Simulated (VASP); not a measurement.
# As (Cmce) in VASP: a series of runs

The runs below take As through single point, with PBE+D3(BJ).

All numbers are computed with VASP 6.6.1; they aren't measurements. Logs are shortened: lines on timing, memory, paths and dates and some standing lists are left out, and cuts for length are marked.

### 1 The cell of the first run

The structure is orthorhombic, space group Cmce (No. 64). The conventional cell has a = 3.650 Å, b = 11.000 Å, c = 4.470 Å, α = 90.00°, β = 90.00°, γ = 90.00°. Within 3.3 Å of As (site symmetry m) lie 3 As at 2.48 to 2.49 Å.

### 2 Single point, PBE+D3(BJ)

The input, INCAR:

```
SYSTEM = As
  PREC = Accurate
  ENCUT = 520
  EDIFF = 1E-6
  ISMEAR = 0
  SIGMA = 0.1
  LREAL = .False.
  LASPH = .True.
  NELM = 100
  ALGO = Normal
  ISIF = 2
  LWAVE = .False.
  LCHARG = .True.
  GGA = PE
  IVDW = 12
  LELF = .True.
  LVHAR = .True.
  NBANDS = 18
```

The input, KPOINTS:

```
regular mesh
0
Gamma
  6 6 4
  0 0 0
```

The input, POSCAR:

```
As
1.0
    1.8250000000     -5.5000000000      0.0000000000
    1.8250000000      5.5000000000      0.0000000000
    0.0000000000      0.0000000000      4.4700000000
As
4
Direct
    0.1100000000      0.8900000000      0.0600000000
    0.6100000000      0.3900000000      0.4400000000
    0.8900000000      0.1100000000      0.9400000000
    0.3900000000      0.6100000000      0.5600000000
```

Potentials or basis: VASP PAW PBE potentials, release 64 (As).

Command:

```
$ cat potpaw_PBE.64/As/POTCAR > POTCAR
$ mpirun -np 1 vasp_std > vasp.out
```

OUTCAR:

```text
SYSTEM = As
   PREC = Accurate
   ENCUT = 520
   EDIFF = 1E-6
   ISMEAR = 0
   LREAL = .False.
   LASPH = .True.
   NELM = 100
   ISIF = 2
   GGA = PE
   IVDW = 12
 IVDW          = 12

 ion  position               nearest neighbor table
   1  0.110  0.890  0.060-   3 2.48   2 2.49   2 2.49
   2  0.610  0.390  0.440-   4 2.48   1 2.49   1 2.49
   3  0.890  0.110  0.940-   1 2.48   4 2.49   4 2.49
   4  0.390  0.610  0.560-   2 2.48   3 2.49   3 2.49

  LATTYP: Found a base centered orthorhombic cell.
 ALAT       =     3.6500000000
 B/A-ratio  =     3.0136986301
 C/A-ratio  =     1.2246575342

  Lattice vectors:

 A1 = (   1.8250000000,  -5.5000000000,   0.0000000000)
 A2 = (   1.8250000000,   5.5000000000,   0.0000000000)
 A3 = (   0.0000000000,   0.0000000000,   4.4700000000)

Analysis of symmetry for initial positions (statically):
=====================================================================
 Subroutine PRICEL returns:
 Original cell was already a primitive cell.

 Routine SETGRP: Setting up the symmetry group for a
 base centered orthorhombic supercell.

 Subroutine GETGRP returns: Found  8 space group operations
 (whereof  4 operations were pure point group operations)
 out of a pool of  8 trial point group operations.

The static configuration has the point symmetry C_2h.
 The point group associated with its full space group is D_2h.

Analysis of symmetry for dynamics (positions and initial velocities):
=====================================================================
 Subroutine PRICEL returns:
 Original cell was already a primitive cell.

 Routine SETGRP: Setting up the symmetry group for a
 base centered orthorhombic supercell.

 Subroutine GETGRP returns: Found  8 space group operations
 (whereof  4 operations were pure point group operations)
 out of a pool of  8 trial point group operations.

The dynamic configuration has the point symmetry C_2h.
 The point group associated with its full space group is D_2h.

 Subroutine INISYM returns: Found  8 space group operations
 (whereof  4 operations are pure point group operations),
 and found     1 'primitive' translations

----------------------------------------------------------------------------------------

                                     Primitive cell

  volume of cell :      89.7353

  direct lattice vectors                    reciprocal lattice vectors
     1.825000000 -5.500000000  0.000000000     0.273972603 -0.090909091  0.000000000
     1.825000000  5.500000000  0.000000000     0.273972603  0.090909091  0.000000000
[... 94 lines left out ...]
   NFREE  =      0    steps in history (QN), initial steepest desc. (CG)
   ISIF   =      2    stress and relaxation
   ISYM   =      2    0-nonsym 1-usesym 2-fastsym
   POTIM  = 0.5000    time-step for ionic-motion
   TEBEG  =    0.0;   TEEND  =   0.0 temperature during run
   PSTRESS=    0.0 pullay stress
   NELECT =      20.0000    total number of electrons
   NUPDOWN=      -1.0000    fix difference up-down
   EMIN   =  10.00;   EMAX   =-10.00  energy-range for DOS
   EFERMI =   0.00;   METHOD = LEGACY
   ISMEAR =     0;   SIGMA  =   0.10  broadening in eV -4-tet -1-fermi 0-gaus
   EFERMI_NEDOS =   21; number of points for ismear=-14 and -15
   IALGO  =     38    algorithm
   IMIX   =      4    mixing-type and parameters
     AMIX     =   0.40;   BMIX     =  1.00
     AMIX_MAG =   1.60;   BMIX_MAG =  1.00
  volume/ion in A,a.u.               =      22.43       151.39
  Fermi-wavevector in a.u.,A,eV,Ry     =   0.992576  1.875697 13.404559  0.985207
  Thomas-Fermi vector in A             =   2.124398
   LORBIT       =      0    0 simple, 1 ext, 2 COOP (PROOUT), +10 PAW based schemes
   GGA     = PE    functional components
   LHFCALC =     F    Hartree Fock is set to
   AEXX    =    0.0000 exact exchange contribution
   IVDW    =    12    specifies the selected vdW correction
   LEPSILON=     F    determine dielectric tensor
   LRPA    =     F    only Hartree local field effects (RPA)
 non-spin polarized calculation
 Gauss-broadening in eV      SIGMA  =   0.10
  energy-cutoff  :      520.00
  volume of cell :       89.74
 maximum number of plane-waves:      2436
 NGX is ok and might be reduce to    48
   NGX = 21   NGY = 21   NGZ = 17

 number of electron      20.0000001 magnetization

 Free energy of the ion-electron system (eV)
  ---------------------------------------------------
  ext. energy  EPLUGINS =         0.00000000
  ---------------------------------------------------
  free energy    TOTEN  =       -18.56344005 eV

  energy without entropy =      -18.56309625  energy(sigma->0) =      -18.56326815

 E-fermi :   4.7620     XC(G=0):  -9.7545

 val. band max:        4.6354275368   @ k =  -0.3333   0.3333   0.0000
 cond. band min:       4.9116642470   @ k =   0.5000   0.1667   0.0000
 fundamental gap:      0.2762367102
 Fermi energy:         4.7619952052

 k-point     1 :       0.0000    0.0000    0.0000
  band No.  band energies     occupation
      1      -9.9714      2.00000
      2      -7.2008      2.00000
      3      -4.5778      2.00000
      4      -1.2396      2.00000
      5      -1.2005      2.00000
      6       0.5051      2.00000
[... 481 lines left out ...]
      5      -0.0292      2.00000
      6       1.1387      2.00000
[... 10 lines left out ...]
     17      10.9730      0.00000
     18      12.2746      0.00000

 [... further k-points ...]

------------------------ aborting loop because EDIFF is reached ----------------------------------------

 Edisp (eV)   -1.60593

 E8    (eV) :    -0.6798

  FORCE on cell =-STRESS in cart. coord.  units (eV):
  Direction    XX          YY          ZZ          XY          YZ          ZX
  --------------------------------------------------------------------------------------
  -------------------------------------------------------------------------------------
  Total       1.11540     0.06228    -0.48150     0.00000     0.00000     0.00000
  in kB      19.91497     1.11204    -8.59689     0.00000     0.00000     0.00000
  external pressure =        4.14 kB  Pullay stress =        0.00 kB

 VOLUME and BASIS-vectors are now :
 -----------------------------------------------------------------------------
  energy-cutoff  :      520.00
  volume of cell :       89.74
      direct lattice vectors                 reciprocal lattice vectors
     1.825000000 -5.500000000  0.000000000     0.273972603 -0.090909091  0.000000000
     1.825000000  5.500000000  0.000000000     0.273972603  0.090909091  0.000000000
     0.000000000  0.000000000  4.470000000     0.000000000  0.000000000  0.223713647

 POSITION                                       TOTAL-FORCE (eV/Angst)
 -----------------------------------------------------------------------------------
      1.82500      4.29000      0.26820         0.000000     -0.142455     -0.010993
      1.82500     -1.21000      1.96680         0.000000     -0.142455      0.010993
      1.82500     -4.29000      4.20180         0.000000      0.142455      0.010993
      1.82500      1.21000      2.50320         0.000000      0.142455     -0.010993
 -----------------------------------------------------------------------------------
    total drift:                               -0.000000      0.000000     -0.000000

  FREE ENERGIE OF THE ION-ELECTRON SYSTEM (eV)
  ---------------------------------------------------
  free  energy   TOTEN  =       -20.1693671908 eV

  energy  without entropy=      -20.1690233928  energy(sigma->0) =      -20.16919529
```

stdout:

```text
POSCAR found type information on POSCAR As
 POSCAR found :  1 types and       4 ions
 scaLAPACK will be used
 LDA part: xc-table for (Slater+PW92), standard interpolation
 POSCAR, INCAR and KPOINTS ok, starting setup
 FFT: planning ... GRIDC
 FFT: planning ... GRID_SOFT
 FFT: planning ... GRID
 WAVECAR not read
 entering main loop
```

Wall time 67 s (1 thread of Intel Xeon 6975P-C, shared host); peak memory 0.3 GiB.

What came out:

- Free energy: -20.1694 eV
- Pressure: 0.4 GPa
- Largest force: 0.143 eV/Å
- Band gap on the k mesh: 0.28 eV, indirect (least direct gap 0.46 eV)
- Dispersion energy per atom: -0.401 eV

Forces in eV/Å, atoms in the order of the input:
```
As   0.000 -0.142 -0.011
As   0.000 -0.142  0.011
As   0.000  0.142  0.011
As   0.000  0.142 -0.011
```

Levels at points of the mesh, in eV from the valence-band top:
```tsv
k point	band 7	band 8	band 9	band 10	band 11	band 12	band 13	band 14
(0.00, 0.00, 0.00)	-2.85	-2.06	-1.69	-0.88	2.15	2.23	2.70	3.57
(0.50, 0.00, 0.00)	-2.34	-2.34	-2.18	-2.18	1.04	1.04	1.23	1.23
(0.50, 0.50, 0.00)	-3.21	-1.49	-1.08	-0.15	0.31	2.15	2.59	3.21
(0.00, 0.00, 0.50)	-1.80	-1.80	-0.42	-0.42	1.22	1.22	2.26	2.26
(0.50, 0.00, 0.50)	-4.46	-4.46	-1.64	-1.64	2.18	2.18	4.80	4.80
(0.50, 0.50, 0.50)	-1.72	-1.72	-0.91	-0.91	1.67	1.67	1.96	1.96
```

[end of part 1 of 2]
